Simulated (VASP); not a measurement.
Input of a VASP 6.6.1 run:

The input POSCAR:

```
MgCdSe2
1.0
    1.9952091417      1.1519345351      6.5149835731
   -1.9952091417      1.1519345351      6.5149835731
    0.0000000000     -2.3038690701      6.5149835731
Mg Cd Se
1 1 2
Direct
    1.0000000000      0.0000000000      0.0000000000
    0.5000000000      0.5000000000      0.5000000000
    0.2533357355      0.2533357355      0.2533357355
    0.7466642645      0.7466642645      0.7466642645
```

File INCAR.step1:

```
ALGO = Normal
EDIFF = 1E-4
ENCUT = 520
GGA = PE
ISMEAR = 0
LASPH = T
LCHARG = F
LREAL = F
LWAVE = T
NBANDS = 21
NELM = 100
PREC = Accurate
SIGMA = 0.01
```

Contents of INCAR.step2:

```
ALGO = Normal
EDIFF = 1E-7
ENCUT = 520
ISIF = 2
ISMEAR = 0
ISTART = 1
LASPH = T
LCHARG = F
LMIXTAU = T
LREAL = F
LWAVE = F
METAGGA = R2SCAN
NBANDS = 21
NELM = 100
PREC = Accurate
SIGMA = 0.01
```

KPOINTS

```
k-points
0
Gamma
  6 6 6
```

Potentials or basis: VASP PAW PBE potentials, release 64 (Mg, Cd, Se).

Command:

```sh
$ cat potpaw_PBE.64/Mg/POTCAR potpaw_PBE.64/Cd/POTCAR potpaw_PBE.64/Se/POTCAR > POTCAR
$ cp INCAR.step1 INCAR
$ mpirun -np 1 vasp_std > vasp.out
$ cp INCAR.step2 INCAR
$ mpirun -np 1 vasp_std > vasp.out
```

Problem. What does it give for the largest force?

Solution. 0.025 eV/Å.

Problem. What does it give for the band gap on the k mesh?

Solution. 1.10 eV, indirect (least direct gap 1.31 eV).

Forces in eV/Å, atoms in the order of the input:
```
Mg   0.000  0.000  0.000
Cd   0.000  0.000  0.000
Se   0.000  0.000  0.025
Se   0.000  0.000 -0.025
```

Caveat: the PAW data sets were made with another functional, which shifts forces and pressure a little. A k mesh can miss the band edges.
